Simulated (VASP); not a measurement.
# SiGe4 in VASP: a series of runs

Runs on SiGe4. Level: PBE. Tasks: single point.

Program: VASP 6.6.1. These are calculated values, not measurements. Logs are shortened: lines on timing, memory, paths and dates and some standing lists are left out, and cuts for length are marked.

## 1. The cell of the first run

The cell holds a slab with vacuum, 5 atoms: a = 4.074 Å, b = 4.074 Å, c = 19.856 Å, α = 90.00°, β = 90.00°, γ = 90.00°.

## 2. Single point, PBE

File INCAR:

```
SYSTEM = SiGe4
PREC     = Accurate       ! precision mode
ENCUT    = 520            ! plane-wave cutoff, eV
EDIFF    = 1E-6           ! SCF threshold, eV
ISMEAR   = 0              ! smearing method
SIGMA    = 0.1            ! smearing width, eV
LREAL    = .FALSE.        ! projectors in reciprocal space
LASPH    = .TRUE.         ! aspherical terms in the spheres
NELM     = 100            ! most SCF steps
ALGO     = Normal         ! electronic algorithm
ISIF     = 2              ! what is computed and relaxed
LWAVE    = .FALSE.        ! write WAVECAR
LCHARG   = .FALSE.        ! write CHGCAR
LDIPOL   = .TRUE.       
IDIPOL   = 3            
DIPOL    = 0.5 0.5 0.351
GGA      = PE             ! functional
NBANDS   = 38             ! bands
```

File KPOINTS:

```
Automatic mesh
0
G
  7 7 1
  0 0 0
```

File POSCAR:

```
SiGe4
1.0
    4.0740542171      0.0000000000      0.0000000000
    0.0000000000      4.0740542171      0.0000000000
    0.0000000000      0.0000000000     19.8557569412
Ge Si
4 1
Direct
    0.0000000000      0.5000000000      0.2014529092
    0.0000000000      0.0000000000      0.2739958843
    0.5000000000      0.0000000000      0.3493666172
    0.5000000000      0.5000000000      0.4208228861
    0.7500000000      0.7500000000      0.5096636342
```

Potentials or basis: VASP PAW PBE potentials, release 64 (Ge_d, Si).

Started as:

```sh
$ cat potpaw_PBE.64/Ge_d/POTCAR potpaw_PBE.64/Si/POTCAR > POTCAR
$ mpirun -np 1 vasp_std > vasp.out
```

OUTCAR:

```text
SYSTEM = SiGe4
   PREC = Accurate
   ENCUT = 520
   EDIFF = 1E-6
   ISMEAR = 0
   LREAL = .FALSE.
   LASPH = .TRUE.
   NELM = 100
   ISIF = 2
   GGA = PE

 ion  position               nearest neighbor table
   1  0.000  0.500  0.201-   2 2.49   2 2.49
   2  0.000  0.000  0.274-   1 2.49   1 2.49   3 2.53   3 2.53
   3  0.500  0.000  0.349-   4 2.48   4 2.48   2 2.53   2 2.53
   4  0.500  0.500  0.421-   5 2.28   3 2.48   3 2.48
   5  0.750  0.750  0.510-   4 2.28

  LATTYP: Found a simple tetragonal cell.
 ALAT       =     4.0740542171
 C/A-ratio  =     4.8737095490

  Lattice vectors:

 A1 = (   4.0740542171,   0.0000000000,   0.0000000000)
 A2 = (   0.0000000000,   4.0740542171,   0.0000000000)
 A3 = (   0.0000000000,   0.0000000000,  19.8557569412)

Analysis of symmetry for initial positions (statically):
=====================================================================
 Subroutine PRICEL returns:
 Original cell was already a primitive cell.

 Routine SETGRP: Setting up the symmetry group for a
 simple tetragonal supercell.

 Subroutine GETGRP returns: Found  1 space group operations
 (whereof  1 operations were pure point group operations)
 out of a pool of 16 trial point group operations.

The static configuration has the point symmetry C_1 .

Analysis of symmetry for dynamics (positions and initial velocities):
=====================================================================
 Subroutine PRICEL returns:
 Original cell was already a primitive cell.

 Routine SETGRP: Setting up the symmetry group for a
 simple tetragonal supercell.

 Subroutine GETGRP returns: Found  1 space group operations
 (whereof  1 operations were pure point group operations)
 out of a pool of 16 trial point group operations.

The dynamic configuration has the point symmetry C_1 .

 Subroutine INISYM returns: Found  1 space group operations
 (whereof  1 operations are pure point group operations),
 and found     1 'primitive' translations

----------------------------------------------------------------------------------------

                                     Primitive cell

  volume of cell :     329.5642

  direct lattice vectors                    reciprocal lattice vectors
     4.074054217  0.000000000  0.000000000     0.245455742  0.000000000  0.000000000
     0.000000000  4.074054217  0.000000000     0.000000000  0.245455742  0.000000000
     0.000000000  0.000000000 19.855756941     0.000000000  0.000000000  0.050363227

  length of vectors
[... 97 lines left out ...]
   PSTRESS=    0.0 pullay stress
   NELECT =      60.0000    total number of electrons
   NUPDOWN=      -1.0000    fix difference up-down
   EMIN   =  10.00;   EMAX   =-10.00  energy-range for DOS
   EFERMI =   0.00;   METHOD = LEGACY
   ISMEAR =     0;   SIGMA  =   0.10  broadening in eV -4-tet -1-fermi 0-gaus
   EFERMI_NEDOS =   21; number of points for ismear=-14 and -15
   IALGO  =     38    algorithm
   IMIX   =      4    mixing-type and parameters
     AMIX     =   0.40;   BMIX     =  1.00
     AMIX_MAG =   1.60;   BMIX_MAG =  1.00
  volume/ion in A,a.u.               =      65.91       444.80
  Fermi-wavevector in a.u.,A,eV,Ry     =   0.927852  1.753385 11.713375  0.860909
  Thomas-Fermi vector in A             =   2.053966
   LORBIT       =      0    0 simple, 1 ext, 2 COOP (PROOUT), +10 PAW based schemes
   GGA     = PE    functional components
   LHFCALC =     F    Hartree Fock is set to
   AEXX    =    0.0000 exact exchange contribution
   IVDW    =     0    specifies the selected vdW correction
   LEPSILON=     F    determine dielectric tensor
   LRPA    =     F    only Hartree local field effects (RPA)
 non-spin polarized calculation
 Gauss-broadening in eV      SIGMA  =   0.10
  energy-cutoff  :      520.00
  volume of cell :      329.56
 maximum number of plane-waves:      8917
   NGX = 15   NGY = 15   NGZ = 73

 dipolmoment           0.000000      0.000000      0.088646 electrons x Angstroem

 number of electron      59.9999945 magnetization

 dipolmoment           0.000000      0.000000     -0.040485 electrons x Angstroem

 Free energy of the ion-electron system (eV)
  ---------------------------------------------------
  ext. energy  EPLUGINS =         0.00000000
  ---------------------------------------------------
  free energy    TOTEN  =       -19.25578280 eV

  energy without entropy =      -19.23283472  energy(sigma->0) =      -19.24430876

 E-fermi :  -1.5099     XC(G=0):  -4.4143

 val. band max:       -1.5100395154   @ k =  -0.1429   0.1429   0.0000
 cond. band min:      -1.5093681175   @ k =  -0.1429   0.2857   0.0000
 fundamental gap:      0.0006713979
 Fermi energy:        -1.5099274058

 k-point     1 :       0.0000    0.0000    0.0000
  band No.  band energies     occupation
      1     -26.0729      2.00000
      2     -26.0147      2.00000
      3     -26.0041      2.00000
      4     -25.9963      2.00000
      5     -25.9623      2.00000
      6     -25.8833      2.00000
[... 973 lines left out ...]
     37       3.0872      0.00000
     38       4.0388      0.00000

 [... further k-points ...]

------------------------ aborting loop because EDIFF is reached ----------------------------------------

 vacuum level on the upper side and lower side of the slab       (xc-potential included)        -0.379         0.038

  FORCE on cell =-STRESS in cart. coord.  units (eV):
  Direction    XX          YY          ZZ          XY          YZ          ZX
  --------------------------------------------------------------------------------------
  -------------------------------------------------------------------------------------
  Total       -2.9991817     -0.3430071      0.4442784      0.7805048      0.2004284      0.6149706
  in kB      -14.5805299     -1.6675298      2.1598607      3.7944263      0.9743831      2.9896813
  external PRESSURE =      -4.6960664 kB  Pullay stress =       0.0000000 kB

 VOLUME and BASIS-vectors are now :
 -----------------------------------------------------------------------------
  energy-cutoff  :      520.00
  volume of cell :      329.56
      direct lattice vectors                 reciprocal lattice vectors
     4.074054217  0.000000000  0.000000000     0.245455742  0.000000000  0.000000000
     0.000000000  4.074054217  0.000000000     0.000000000  0.245455742  0.000000000
     0.000000000  0.000000000 19.855756941     0.000000000  0.000000000  0.050363227

 POSITION                                       TOTAL-FORCE (eV/Angst)
 -----------------------------------------------------------------------------------
      0.00000      2.03703      4.00000         0.079412     -0.032116     -0.189064
      0.00000      0.00000      5.44040        -0.089504      0.040384      0.234209
      2.03703      0.00000      6.93694         0.017045      0.160680     -0.242884
      2.03703      2.03703      8.35576        -0.417350     -0.399197      0.204626
      3.05554      3.05554     10.11976         0.410398      0.230249     -0.006887
 -----------------------------------------------------------------------------------
    total drift:                               -0.000033     -0.000042      0.002646

  FREE ENERGIE OF THE ION-ELECTRON SYSTEM (eV)
  ---------------------------------------------------
  free  energy   TOTEN  =       -19.2557828044 eV

  energy  without entropy=      -19.2328347177  energy(sigma->0) =      -19.24430876

 vacuum level on the upper side and lower side of the slab         2.924         3.352
```

Wall time 5.8 min (1 thread of Intel Xeon 6975P-C (Granite Rapids), shared host); peak memory 0.5 GiB.

Results:

```yaml
Free_energy: -19.2558 eV
Largest_force: 0.613 eV/Å
Band_gap_on_the_k_mesh: zero (bands 30 and 31 overlap by 0.93 eV)
```

Forces in eV/Å, atoms in the order of the input:
```
Ge   0.079 -0.032 -0.189
Ge  -0.090  0.040  0.234
Ge   0.017  0.161 -0.243
Ge  -0.417 -0.399  0.205
Si   0.410  0.230 -0.007
```

## 3. Single point, PBE

File INCAR:

```
ALGO     = Normal         # electronic algorithm
DIPOL    = 0.5 0.5 0.353
EDIFF    = 1E-7           # SCF threshold, eV
ENCUT    = 520            # plane-wave cutoff, eV
GGA      = PE             # functional
IDIPOL   = 3            
ISIF     = 2              # what is computed and relaxed
ISMEAR   = 0              # smearing method
LASPH    = T              # aspherical terms in the spheres
LCHARG   = T              # write CHGCAR
LDIPOL   = T            
LELF     = T              # ELF
LREAL    = F              # projectors in reciprocal space
LVACPOTAV= T            
LVHAR    = T            
LWAVE    = F              # write WAVECAR
NBANDS   = 38             # bands
NELM     = 100            # most SCF steps
PREC     = Accurate       # precision mode
SIGMA    = 0.1            # smearing width, eV
```

File KPOINTS:

```
k-points
0
Gamma
  7 7 1
```

Edit POSCAR of step 2 so:

```diff
@@ -12,2 +12,2 @@
     0.5000000000      0.5000000000      0.4208228861
-    0.7500000000      0.7500000000      0.5096636342
+    0.6250000000      0.7500000000      0.5214591494
```

Potentials or basis: VASP PAW PBE potentials, release 64 (Ge_d, Si).

Started as:

```sh
$ cat potpaw_PBE.64/Ge_d/POTCAR potpaw_PBE.64/Si/POTCAR > POTCAR
$ mpirun -np 1 vasp_std > vasp.out
```

Wall time 6.1 min (1 thread of Intel Xeon 6975P-C (Granite Rapids), shared host); peak memory 0.5 GiB.

The run converged. Its results:

```
Free energy            : -19.1406 eV
Largest force          : 0.342 eV/Å
Band gap on the k mesh : zero (bands 30 and 31 overlap by 0.90 eV)
```

Forces in eV/Å, atoms in the order of the input:
```
Ge   0.037 -0.066 -0.219
Ge  -0.032  0.101  0.237
Ge  -0.036  0.089 -0.224
Ge  -0.070 -0.234  0.239
Si   0.101  0.111 -0.032
```

Levels at points of the mesh, in eV from the Fermi level:
```csv
k point,band 26,band 27,band 28,band 29,band 30,band 31,band 32,band 33,band 34,band 35
"(0.00, 0.00, 0.00)",-2.00,-1.64,-0.72,-0.08,0.45,0.73,1.63,1.82,2.02,2.28
```

## 4. Single point, PBE

File INCAR:

```
  PREC = Accurate
  ENCUT = 520
  EDIFF = 1E-6
  ISMEAR = 0
  SIGMA = 0.1
  LREAL = False
  LASPH = True
  NELM = 60
  ALGO = Normal
  ISIF = 2
  LWAVE = False
  LCHARG = False
  LDIPOL = True
  IDIPOL = 3
  DIPOL = 0.5 0.5 0.354
  GGA = PE
  NBANDS = 38
```

File KPOINTS:

```
regular mesh
0
Gamma
  7 7 1
```

Edit POSCAR of step 3 so:

```diff
@@ -12,2 +12,2 @@
     0.5000000000      0.5000000000      0.4208228861
-    0.6250000000      0.7500000000      0.5214591494
+    0.7500000000      0.6250000000      0.5239309642
```

Started as:

```sh
$ cat potpaw_PBE.64/Ge_d/POTCAR potpaw_PBE.64/Si/POTCAR > POTCAR
$ mpirun -np 1 vasp_std > vasp.out
```

Run time: 5.7 min. Hardware: 1 thread of Intel Xeon 6975P-C (Granite Rapids), shared host; peak memory 0.51 GiB.

It converged, with:

| Item | Value |
| --- | --- |
| Free energy | -19.2471 eV |
| Largest force | 0.271 eV/Å |
| Band gap on the k mesh | zero (bands 30 and 31 overlap by 1.19 eV) |

Forces in eV/Å, atoms in the order of the input:
```
Ge   0.095 -0.035 -0.157
Ge  -0.048  0.086  0.171
Ge  -0.185 -0.013 -0.117
Ge  -0.109  0.069  0.131
Si   0.248 -0.106 -0.029
```

Levels at points of the mesh, in eV from the Fermi level:
| k point | band 27 | band 28 | band 29 | band 30 | band 31 | band 32 | band 33 | band 34 |
| --- | --- | --- | --- | --- | --- | --- | --- | --- |
| (0.00, 0.00, 0.00) | -1.51 | -0.53 | -0.12 | 0.86 | 1.33 | 1.48 | 1.82 | 2.12 |

## 5. Overview

| cell | gap on the mesh (eV) | largest force (eV/Å) |
| --- | --- | --- |
| as given, atomic positions A | none | 0.61 |
| as given, atomic positions B | none | 0.34 |
| as given, atomic positions C | none | 0.27 |

Alike in all rows: task single point; level PBE; potentials or basis VASP PAW PBE potentials, release 64 (Ge_d, Si); no spin polarisation; k mesh 7 × 7 × 1; cutoff (eV) 520; smearing gaussian 0.1 eV.

Total energies depend on the potentials used, so only differences within one code and one set of settings carry meaning.

The gap in the log of VASP goes by the Fermi energy; the results here count the filled bands.